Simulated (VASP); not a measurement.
# Si8HC in VASP: single point with LDA

Aim: the single point of Si8HC with LDA.

Everything below comes from runs of VASP 6.6.1. Logs are shortened: lines on timing, memory, paths and dates and some standing lists are left out, and cuts for length are marked.

### Step 1. The cell of the first run

The cell holds a slab with vacuum, 10 atoms: a = 3.802 Å, b = 6.289 Å, c = 20.796 Å, α = 90.00°, β = 90.00°, γ = 90.00°.

### Step 2. Single point, LDA, collinear spin

INCAR reads:

```
ALGO = Normal
DIPOL = 0.5 0.5 0.337
EDIFF = 1E-6
ENCUT = 520
GGA = CA
IDIPOL = 3
ISIF = 2
ISMEAR = 0
ISPIN = 2
LASPH = T
LCHARG = F
LDIPOL = T
LORBIT = 11
LREAL = F
LWAVE = F
MAGMOM = 0 0 0 0 0 0 0 0 1 0
NBANDS = 34
NELM = 150
PREC = Accurate
SIGMA = 0.05
```

KPOINTS reads:

```
k-points
0
Gamma
  7 4 1
```

POSCAR reads:

```
Si8HC
1.0
    3.8016851341      0.0000000000      0.0000000000
    0.0000000000      6.2886938855      0.0000000000
    0.0000000000      0.0000000000     20.7958973402
Si C H
8 1 1
Direct
    0.0000000000      0.9369639535      0.1923456312
    0.0000000000      0.5630360465      0.1923456312
    0.5000000000      0.4369639535      0.2451181540
    0.5000000000      0.0630360465      0.2451181540
    0.5000000000      0.9330298456      0.3512004366
    0.5000000000      0.5669701544      0.3512004366
    0.0000000000      0.4261576321      0.3941112618
    0.0000000000      0.0738423679      0.3941112618
    0.0000000000      1.0928242987      0.4763931874
    0.0000000000      1.0928242987      0.5286280485
```

Potentials or basis: VASP PAW LDA potentials, release 64 (Si, C, H).

Run with:

```bash
$ cat potpaw_LDA.64/Si/POTCAR potpaw_LDA.64/C/POTCAR potpaw_LDA.64/H/POTCAR > POTCAR
$ mpirun -np 1 vasp_std > vasp.out
```

OUTCAR:

```text
EDIFF = 1E-6
   ENCUT = 520
   GGA = CA
   ISIF = 2
   ISMEAR = 0
   ISPIN = 2
   LASPH = T
   LORBIT = 11
   LREAL = F
   NELM = 150
   PREC = Accurate

 ion  position               nearest neighbor table
   1  0.000  0.937  0.192-   4 2.33   4 2.33   2 2.35
   2  0.000  0.563  0.192-   3 2.33   3 2.33   1 2.35
   3  0.500  0.437  0.245-   2 2.33   2 2.33   4 2.35   6 2.35
   4  0.500  0.063  0.245-   1 2.33   1 2.33   3 2.35   5 2.35
   5  0.500  0.933  0.351-   8 2.28   8 2.28   6 2.30   4 2.35
   6  0.500  0.567  0.351-   7 2.28   7 2.28   5 2.30   3 2.35
   7  0.000  0.426  0.394-   8 2.22   6 2.28   6 2.28
   8  0.000  0.074  0.394-   9 1.72   7 2.22   5 2.28   5 2.28
   9  0.000  0.093  0.476-  10 1.09   8 1.72
  10  0.000  0.093  0.529-   9 1.09

  LATTYP: Found a simple orthorhombic cell.
 ALAT       =     3.8016851341
 B/A-ratio  =     1.6541858843
 C/A-ratio  =     5.4701787777

  Lattice vectors:

 A1 = (   3.8016851341,   0.0000000000,   0.0000000000)
 A2 = (   0.0000000000,   6.2886938855,   0.0000000000)
 A3 = (   0.0000000000,   0.0000000000,  20.7958973402)

Analysis of symmetry for initial positions (statically):
=====================================================================
 Subroutine PRICEL returns:
 Original cell was already a primitive cell.

 Routine SETGRP: Setting up the symmetry group for a
 simple orthorhombic supercell.

 Subroutine GETGRP returns: Found  2 space group operations
 (whereof  2 operations were pure point group operations)
 out of a pool of  8 trial point group operations.

The static configuration has the point symmetry C_1h.

Analysis of symmetry for dynamics (positions and initial velocities):
=====================================================================
 Subroutine PRICEL returns:
 Original cell was already a primitive cell.

 Routine SETGRP: Setting up the symmetry group for a
 simple orthorhombic supercell.

 Subroutine GETGRP returns: Found  2 space group operations
 (whereof  2 operations were pure point group operations)
 out of a pool of  8 trial point group operations.

The dynamic configuration has the point symmetry C_1h.

Analysis of structural, dynamic, and magnetic symmetry:
=====================================================================
 Subroutine PRICEL returns:
 Original cell was already a primitive cell.

 Routine SETGRP: Setting up the symmetry group for a
 simple orthorhombic supercell.

 Subroutine GETGRP returns: Found  2 space group operations
 (whereof  2 operations were pure point group operations)
 out of a pool of  8 trial point group operations.

The overall configuration has the point symmetry C_1h.

 Subroutine INISYM returns: Found  2 space group operations
 (whereof  2 operations are pure point group operations),
 and found     1 'primitive' translations

----------------------------------------------------------------------------------------

                                     Primitive cell

  volume of cell :     497.1807

  direct lattice vectors                    reciprocal lattice vectors
     3.801685134  0.000000000  0.000000000     0.263041247  0.000000000  0.000000000
     0.000000000  6.288693885  0.000000000     0.000000000  0.159015531  0.000000000
     0.000000000  0.000000000 20.795897340     0.000000000  0.000000000  0.048086408

  length of vectors
     3.801685134  6.288693885 20.795897340     0.263041247  0.159015531  0.048086408

  position of ions in fractional coordinates (direct lattice)
     0.000000000  0.936963953  0.192345631
     0.000000000  0.563036047  0.192345631
     0.500000000  0.436963953  0.245118154
     0.500000000  0.063036047  0.245118154
     0.500000000  0.933029846  0.351200437
     0.500000000  0.566970154  0.351200437
     0.000000000  0.426157632  0.394111262
     0.000000000  0.073842368  0.394111262
     0.000000000  0.092824299  0.476393187
     0.000000000  0.092824299  0.528628049

  ion indices of the primitive-cell ions
   primitive index   ion index
                 1           1
                 2           2
                 3           3
                 4           4
                 5           5
                 6           6
                 7           7
                 8           8
[... 60 lines left out ...]
   NELM   =    150;   NELMIN=  2; NELMDL= -5     # of ELM steps
   EDIFF  = 0.1E-05   stopping-criterion for ELM
   LREAL  =      F    real-space projection
   EDIFFG = 0.1E-04   stopping-criterion for IOM
   NSW    =      0    number of steps for IOM
   IBRION =     -1    ionic relax: 0-MD 1-quasi-New 2-CG
   NFREE  =      0    steps in history (QN), initial steepest desc. (CG)
   ISIF   =      2    stress and relaxation
   ISYM   =      2    0-nonsym 1-usesym 2-fastsym
   POTIM  = 0.5000    time-step for ionic-motion
   TEBEG  =    0.0;   TEEND  =   0.0 temperature during run
   PSTRESS=    0.0 pullay stress
   NELECT =      37.0000    total number of electrons
   NUPDOWN=      -1.0000    fix difference up-down
   EMIN   =  10.00;   EMAX   =-10.00  energy-range for DOS
   EFERMI =   0.00;   METHOD = LEGACY
   ISMEAR =     0;   SIGMA  =   0.05  broadening in eV -4-tet -1-fermi 0-gaus
   EFERMI_NEDOS =   21; number of points for ismear=-14 and -15
   IALGO  =     38    algorithm
   IMIX   =      4    mixing-type and parameters
     AMIX     =   0.40;   BMIX     =  1.00
     AMIX_MAG =   1.60;   BMIX_MAG =  1.00
  volume/ion in A,a.u.               =      49.72       335.51
  Fermi-wavevector in a.u.,A,eV,Ry     =   0.688606  1.301276  6.451582  0.474178
  Thomas-Fermi vector in A             =   1.769454
   LORBIT       =     11    0 simple, 1 ext, 2 COOP (PROOUT), +10 PAW based schemes
   GGA     = CA    functional components
   LHFCALC =     F    Hartree Fock is set to
   AEXX    =    0.0000 exact exchange contribution
   IVDW    =     0    specifies the selected vdW correction
   LEPSILON=     F    determine dielectric tensor
   LRPA    =     F    only Hartree local field effects (RPA)
 spin polarized calculation
 Gauss-broadening in eV      SIGMA  =   0.05
  energy-cutoff  :      520.00
  volume of cell :      497.18
 maximum number of plane-waves:     13430
   NGX = 15   NGY = 23   NGZ = 77

 dipolmoment           0.000000      0.000000      0.076614 electrons x Angstroem

 number of electron      37.0000002 magnetization       0.0415028

 dipolmoment           0.000000      0.000000     -0.048559 electrons x Angstroem

 Free energy of the ion-electron system (eV)
  ---------------------------------------------------
  ext. energy  EPLUGINS =         0.00000000
  ---------------------------------------------------
  free energy    TOTEN  =       -53.74926350 eV

  energy without entropy =      -53.74366878  energy(sigma->0) =      -53.74646614

 E-fermi :  -1.3431     XC(G=0):  -4.1475

 val. band max:       -1.3495595648   @ k =   0.4286   0.5000   0.0000
 cond. band min:      -1.3312855285   @ k =   0.4286   0.5000   0.0000
 fundamental gap:      0.0182740362
 Fermi energy:        -1.3431411772

 spin component 1

 k-point     1 :       0.0000    0.0000    0.0000
  band No.  band energies     occupation
      1     -13.5903      1.00000
      2     -12.4289      1.00000
      3     -11.3134      1.00000
      4     -10.5500      1.00000
      5      -9.2171      1.00000
      6      -8.8400      1.00000
[... 385 lines left out ...]
     29       3.4516      0.00000
     30       3.7247      0.00000
 Fermi energy:        -1.3431411772

 spin component 2

 k-point     1 :       0.0000    0.0000    0.0000
  band No.  band energies     occupation
      1     -13.5887      1.00000
      2     -12.4250      1.00000
      3     -11.3100      1.00000
      4     -10.5478      1.00000
      5      -9.2134      1.00000
      6      -8.8386      1.00000
[... 385 lines left out ...]
     29       3.4556      0.00000
     30       3.7314      0.00000
 [bands above 30 left out]

------------------------ aborting loop because EDIFF is reached ----------------------------------------

 vacuum level on the upper side and lower side of the slab       (xc-potential included)        -0.467        -0.093

  FORCE on cell =-STRESS in cart. coord.  units (eV):
  Direction    XX          YY          ZZ          XY          YZ          ZX
  --------------------------------------------------------------------------------------
  -------------------------------------------------------------------------------------
  Total        1.2613987     -0.4936331     -0.2614775      0.0000000      3.2796026      0.0000000
  in kB        4.0648891     -1.5907452     -0.8426178      0.0000000     10.5686019      0.0000000
  external PRESSURE =       0.5438420 kB  Pullay stress =       0.0000000 kB

 VOLUME and BASIS-vectors are now :
 -----------------------------------------------------------------------------
  energy-cutoff  :      520.00
  volume of cell :      497.18
      direct lattice vectors                 reciprocal lattice vectors
     3.801685134  0.000000000  0.000000000     0.263041247  0.000000000  0.000000000
     0.000000000  6.288693885  0.000000000     0.000000000  0.159015531  0.000000000
     0.000000000  0.000000000 20.795897340     0.000000000  0.000000000  0.048086408

 POSITION                                       TOTAL-FORCE (eV/Angst)
 -----------------------------------------------------------------------------------
      0.00000      5.89228      4.00000         0.000000     -0.686642      0.609917
      0.00000      3.54076      4.00000         0.000000      0.582087      0.456000
      1.90084      2.74793      5.09745         0.000000      0.080665     -0.639672
      1.90084      0.39641      5.09745         0.000000     -0.126939     -0.443360
      1.90084      5.86754      7.30353         0.000000     -0.391435     -0.997834
      1.90084      3.56550      7.30353         0.000000     -0.104421      0.104905
      0.00000      2.67997      8.19590         0.000000      0.085520      0.842479
      0.00000      0.46437      8.19590         0.000000     -0.655225      0.049484
      0.00000      0.58374      9.90702         0.000000      1.054557     -0.016505
      0.00000      0.58374     10.99329         0.000000      0.161834      0.034586
 -----------------------------------------------------------------------------------
    total drift:                               -0.000000      0.000167      0.003067

  FREE ENERGIE OF THE ION-ELECTRON SYSTEM (eV)
  ---------------------------------------------------
  free  energy   TOTEN  =       -53.7492635040 eV

  energy  without entropy=      -53.7436687837  energy(sigma->0) =      -53.74646614

 vacuum level on the upper side and lower side of the slab         3.065         3.445

 total charge

# of ion       s       p       d       tot
------------------------------------------
    1        0.800   0.856   0.000   1.656
    2        0.799   0.860   0.000   1.659
    3        0.773   0.916   0.000   1.690
    4        0.765   0.931   0.000   1.696
    5        0.789   0.957   0.000   1.746
    6        0.769   0.955   0.000   1.724
    7        0.784   0.915   0.000   1.699
    8        0.751   1.044   0.000   1.795
    9        0.892   1.475   0.000   2.367
   10        0.601   0.052   0.000   0.653
--------------------------------------------------
tot          7.723   8.962   0.000  16.684

 magnetization (x)

# of ion       s       p       d       tot
------------------------------------------
    1        0.000   0.001   0.000   0.001
    2        0.001   0.006   0.000   0.007
    3       -0.000  -0.000   0.000  -0.000
    4        0.000  -0.000   0.000  -0.000
    5        0.000   0.000   0.000   0.000
    6        0.000   0.000   0.000   0.001
    7        0.000  -0.000   0.000  -0.000
    8       -0.000   0.000   0.000   0.000
    9        0.000   0.004   0.000   0.004
   10       -0.000   0.000   0.000  -0.000
--------------------------------------------------
tot          0.001   0.011   0.000   0.012
```

Run time: 17 min. Hardware: 1 thread of Intel Xeon Platinum 8488C (Sapphire Rapids), shared host; peak memory 0.64 GiB.

Results:

- Free energy: -53.7493 eV
- Largest force: 1.072 eV/Å
- Net moment: 0.04 μB per cell
- Valence electrons inside the program's atomic spheres: Si 1.66, 1.69, 1.70, 1.75, 1.72, 1.79 (each value once); C 2.37; H 0.65

Forces on the atoms (eV/Å):
```
Si   0.000 -0.687  0.610
Si   0.000  0.582  0.456
Si   0.000  0.081 -0.640
Si   0.000 -0.127 -0.443
Si   0.000 -0.391 -0.998
Si   0.000 -0.104  0.105
Si   0.000  0.086  0.842
Si   0.000 -0.655  0.049
C    0.000  1.055 -0.017
H    0.000  0.162  0.035
```

Levels at points of the mesh, in eV from the Fermi level:
Spin up:
```csv
k point,band 15,band 16,band 17,band 18,band 19,band 20,band 21,band 22
"(0.00, 0.00, 0.00)",-1.13,-0.77,-0.14,0.25,0.57,0.89,0.94,1.62
"(0.00, 0.50, 0.00)",-1.21,-1.15,-0.94,-0.24,0.18,0.62,1.47,1.55
```
Spin down:
```tsv
k point	band 16	band 17	band 18	band 19	band 20	band 21
(0.00, 0.00, 0.00)	-0.76	-0.13	0.25	0.57	0.90	0.94
(0.00, 0.50, 0.00)	-1.15	-0.94	-0.22	0.19	0.62	1.48
```
